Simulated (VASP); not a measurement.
# Ti3O4 (Cmm2) in VASP: further runs

The runs below take Ti3O4 through single point, with PBEsol.

All numbers are computed with VASP 6.6.1; they aren't measurements. Logs are shortened: lines on timing, memory, paths and dates and some standing lists are left out, and cuts for length are marked.

### 1 The cell of the first run

It takes space group Cmm2 (No. 35, orthorhombic). Conventional cell: a = 5.826 Å, b = 8.061 Å, c = 2.969 Å, α = 90.00°, β = 90.00°, γ = 90.00°. Within 2.7 Å of Ti (site symmetry mm2) lie 6 O at 2.00 to 2.09 Å. Ti (site symmetry 2) has 6 O at 2.02 to 2.11 Å within 2.7 Å. Within 3.1 Å of O (site symmetry m) lie 4 Ti at 2.00 to 2.06 Å and 12 O at 2.76 to 3.06 Å. O (site symmetry m) has 5 Ti at 2.05 to 2.11 Å within 2.7 Å.

### 2 Single point, PBEsol (all O atoms moved +0.037 Å, as atom 4 along Cartesian [0 0 1])

INCAR reads:

```
SYSTEM = Ti3O4
PREC     = Accurate       ! precision mode
ENCUT    = 520            ! plane-wave cutoff, eV
EDIFF    = 1E-7           ! SCF threshold, eV
ISMEAR   = 0              ! smearing method
SIGMA    = 0.15           ! smearing width, eV
LREAL    = .FALSE.        ! projectors in reciprocal space
LASPH    = .TRUE.         ! aspherical terms in the spheres
NELM     = 100            ! most SCF steps
ALGO     = Fast           ! electronic algorithm
ISIF     = 2              ! what is computed and relaxed
LWAVE    = .FALSE.        ! write WAVECAR
LCHARG   = .FALSE.        ! write CHGCAR
GGA      = PS             ! functional
NBANDS   = 39             ! bands
```

KPOINTS reads:

```
Automatic mesh
0
G
  8 8 14
  0 0 0
```

POSCAR reads:

```
Ti3O4
1.0
    2.9128162286     -4.0303540220      0.0000000000
    2.9128162286      4.0303540220      0.0000000000
    0.0000000000      0.0000000000      2.9690273773
Ti O
3 4
Direct
    0.0000000000      0.0000000000      0.5000000000
    0.5000000000      0.0000000000      0.0000000000
    0.0000000000      0.5000000000      0.0000000000
    0.7627833111      0.7627833111      0.0126303989
    0.2588765548      0.7411234452      0.5126303989
    0.2372166889      0.2372166889      0.0126303989
    0.7411234452      0.2588765548      0.5126303989
```

Potentials or basis: VASP PAW PBE potentials, release 64 (Ti_sv, O).

Started as:

```console
> cat potpaw_PBE.64/Ti_sv/POTCAR potpaw_PBE.64/O/POTCAR > POTCAR
> mpirun -np 1 vasp_std > vasp.out
```

OUTCAR:

```text
SYSTEM = Ti3O4
   PREC = Accurate
   ENCUT = 520
   EDIFF = 1E-7
   ISMEAR = 0
   LREAL = .FALSE.
   LASPH = .TRUE.
   NELM = 100
   ISIF = 2
   GGA = PS

 ion  position               nearest neighbor table
   1  0.000  0.000  0.500-   4 2.00   6 2.00   4 2.06   6 2.06   5 2.09   7 2.09   2 2.90   3 2.90
                             2 2.90   3 2.90   3 2.90   3 2.90   2 2.90   2 2.90
   2  0.500  0.000  0.000-   4 2.02   6 2.02   5 2.05   7 2.05   5 2.11   7 2.11   1 2.90   1 2.90
                             1 2.90   1 2.90   3 2.91   3 2.91
   3  0.000  0.500  0.000-   4 2.02   6 2.02   5 2.05   7 2.05   5 2.11   7 2.11   1 2.90   1 2.90
                             1 2.90   1 2.90   2 2.91   2 2.91
   4  0.763  0.763  0.013-   1 2.00   2 2.02   3 2.02   1 2.06
   5  0.259  0.741  0.513-   2 2.05   3 2.05   1 2.09   2 2.11   3 2.11
   6  0.237  0.237  0.013-   1 2.00   2 2.02   3 2.02   1 2.06
   7  0.741  0.259  0.513-   2 2.05   3 2.05   1 2.09   2 2.11   3 2.11

  LATTYP: Found a base centered orthorhombic cell.
 ALAT       =     5.8256324572
 B/A-ratio  =     1.3836623067
 C/A-ratio  =     0.5096489350

  Lattice vectors:

 A1 = (   2.9128162286,  -4.0303540220,   0.0000000000)
 A2 = (   2.9128162286,   4.0303540220,   0.0000000000)
 A3 = (   0.0000000000,   0.0000000000,   2.9690273773)

Analysis of symmetry for initial positions (statically):
=====================================================================
 Subroutine PRICEL returns:
 Original cell was already a primitive cell.

 Routine SETGRP: Setting up the symmetry group for a
 base centered orthorhombic supercell.

 Subroutine GETGRP returns: Found  4 space group operations
 (whereof  4 operations were pure point group operations)
 out of a pool of  8 trial point group operations.

The static configuration has the point symmetry C_2v.

Analysis of symmetry for dynamics (positions and initial velocities):
=====================================================================
 Subroutine PRICEL returns:
 Original cell was already a primitive cell.

 Routine SETGRP: Setting up the symmetry group for a
 base centered orthorhombic supercell.

 Subroutine GETGRP returns: Found  4 space group operations
 (whereof  4 operations were pure point group operations)
 out of a pool of  8 trial point group operations.

The dynamic configuration has the point symmetry C_2v.

 Subroutine INISYM returns: Found  4 space group operations
[... 111 lines left out ...]
   IBRION =     -1    ionic relax: 0-MD 1-quasi-New 2-CG
   NFREE  =      0    steps in history (QN), initial steepest desc. (CG)
   ISIF   =      2    stress and relaxation
   ISYM   =      2    0-nonsym 1-usesym 2-fastsym
   POTIM  = 0.5000    time-step for ionic-motion
   TEBEG  =    0.0;   TEEND  =   0.0 temperature during run
   PSTRESS=    0.0 pullay stress
   NELECT =      60.0000    total number of electrons
   NUPDOWN=      -1.0000    fix difference up-down
   EMIN   =  10.00;   EMAX   =-10.00  energy-range for DOS
   EFERMI =   0.00;   METHOD = LEGACY
   ISMEAR =     0;   SIGMA  =   0.15  broadening in eV -4-tet -1-fermi 0-gaus
   EFERMI_NEDOS =   21; number of points for ismear=-14 and -15
   IALGO  =     68    algorithm
   IMIX   =      4    mixing-type and parameters
     AMIX     =   0.40;   BMIX     =  1.00
     AMIX_MAG =   1.60;   BMIX_MAG =  1.00
  volume/ion in A,a.u.               =       9.96        67.20
  Fermi-wavevector in a.u.,A,eV,Ry     =   1.557250  2.942776 32.994515  2.425028
  Thomas-Fermi vector in A             =   2.660928
   LORBIT       =      0    0 simple, 1 ext, 2 COOP (PROOUT), +10 PAW based schemes
   GGA     = PS    functional components
   LHFCALC =     F    Hartree Fock is set to
   AEXX    =    0.0000 exact exchange contribution
   IVDW    =     0    specifies the selected vdW correction
   LEPSILON=     F    determine dielectric tensor
   LRPA    =     F    only Hartree local field effects (RPA)
 non-spin polarized calculation
 RMM-DIIS sequential band-by-band and
 Gauss-broadening in eV      SIGMA  =   0.15
  energy-cutoff  :      520.00
  volume of cell :       69.71
 maximum number of plane-waves:      1898
 NGX is ok and might be reduce to    40
   NGX = 19   NGY = 19   NGZ = 11

 number of electron      60.0000000 magnetization

 Free energy of the ion-electron system (eV)
  ---------------------------------------------------
  ext. energy  EPLUGINS =         0.00000000
  ---------------------------------------------------
  free energy    TOTEN  =       -65.91358801 eV

  energy without entropy =      -65.88117095  energy(sigma->0) =      -65.89737948

 E-fermi :   9.5118     XC(G=0): -12.3970

 val. band max:        9.5111958963   @ k =   0.0000   0.0000   0.0714
 cond. band min:       9.5128383868   @ k =   0.5000   0.2500   0.2143
 fundamental gap:      0.0016424905
 Fermi energy:         9.5117814838

 k-point     1 :       0.0000    0.0000    0.0000
  band No.  band energies     occupation
      1     -48.4013      2.00000
      2     -48.3304      2.00000
      3     -48.1310      2.00000
      4     -25.3119      2.00000
      5     -25.1363      2.00000
      6     -24.8290      2.00000
[... 997 lines left out ...]
     38      11.7090      0.00000
     39      12.1093      0.00000

 [... further k-points ...]

------------------------ aborting loop because EDIFF is reached ----------------------------------------

  FORCE on cell =-STRESS in cart. coord.  units (eV):
  Direction    XX          YY          ZZ          XY          YZ          ZX
  --------------------------------------------------------------------------------------
  -------------------------------------------------------------------------------------
  Total        0.3251898      0.3372479      0.6278673      0.0000000      0.0000000      0.0000000
  in kB        7.4738956      7.7510279     14.4303868      0.0000000      0.0000000      0.0000000
  external PRESSURE =       9.8851034 kB  Pullay stress =       0.0000000 kB

 VOLUME and BASIS-vectors are now :
 -----------------------------------------------------------------------------
  energy-cutoff  :      520.00
  volume of cell :       69.71
      direct lattice vectors                 reciprocal lattice vectors
     2.912816229 -4.030354022  0.000000000     0.171655182 -0.124058581  0.000000000
     2.912816229  4.030354022  0.000000000     0.171655182  0.124058581  0.000000000
     0.000000000  0.000000000  2.969027377     0.000000000  0.000000000  0.336810636

 POSITION                                       TOTAL-FORCE (eV/Angst)
 -----------------------------------------------------------------------------------
      0.00000      0.00000      1.48451        -0.000000      0.000000      0.472876
      1.45641     -2.01518      0.00000         0.000000      0.000000      0.431025
      1.45641      2.01518      0.00000        -0.000000      0.000000      0.431025
      4.44370      0.00000      0.03750        -0.044699      0.000000     -0.305234
      2.91282      1.94363      1.52201         0.000000     -0.000286     -0.362229
      1.38194      0.00000      0.03750         0.044699      0.000000     -0.305234
      2.91282     -1.94363      1.52201         0.000000      0.000286     -0.362229
 -----------------------------------------------------------------------------------
    total drift:                               -0.000000     -0.000000     -0.000805

  FREE ENERGIE OF THE ION-ELECTRON SYSTEM (eV)
  ---------------------------------------------------
  free  energy   TOTEN  =       -65.9135880135 eV

  energy  without entropy=      -65.8811709525  energy(sigma->0) =      -65.89737948
```

OSZICAR:

```text
N       E                     dE             d eps       ncg     rms          rms(c)
DAV:   1     0.893695647380E+03    0.89370E+03   -0.30355E+04 13144   0.192E+03
DAV:   2     0.716143634944E+02   -0.82208E+03   -0.78480E+03 13476   0.584E+02
DAV:   3    -0.681553088431E+02   -0.13977E+03   -0.13690E+03 17407   0.217E+02
[... 13 lines left out ...]
RMM:  64    -0.659135876497E+02   -0.10897E-06   -0.14232E-06 11089   0.238E-03    0.775E-04
RMM:  65    -0.659135877485E+02   -0.98840E-07   -0.12819E-06 10806   0.233E-03    0.773E-04
RMM:  66    -0.659135878408E+02   -0.92276E-07   -0.12073E-06 12821   0.247E-03    0.568E-04
RMM:  67    -0.659135879304E+02   -0.89651E-07   -0.10937E-06 11236   0.231E-03    0.657E-04
RMM:  68    -0.659135880135E+02   -0.83061E-07   -0.99778E-07 11308   0.228E-03
   1 F= -.65913588E+02 E0= -.65897379E+02  d E =-.324171E-01
```

Wall time 62 min (1 thread of Oxide Virtual Turin-like, shared host); peak memory 0.41 GiB.

Results:

```yaml
Free_energy: -65.9136 eV
Pressure: 1.0 GPa
Largest_force: 0.473 eV/Å
Band_gap_on_the_k_mesh: zero (bands 30 and 31 overlap by 1.09 eV)
```

Forces in eV/Å, atoms in the order of the input:
```
Ti   0.000  0.000  0.473
Ti   0.000  0.000  0.431
Ti   0.000  0.000  0.431
O   -0.045  0.000 -0.305
O    0.000  0.000 -0.362
O    0.045  0.000 -0.305
O    0.000  0.000 -0.362
```

Caveat: the cell differs from its parent crystal (all O atoms moved +0.037 Å, as atom 4 along Cartesian [0 0 1]); the PAW data sets were made with another functional, which shifts forces and pressure a little; semilocal functionals often make such compounds metallic where correlation or magnetic order opens a gap, which also shifts bond lengths.

(Continued in part 2 of 2.)
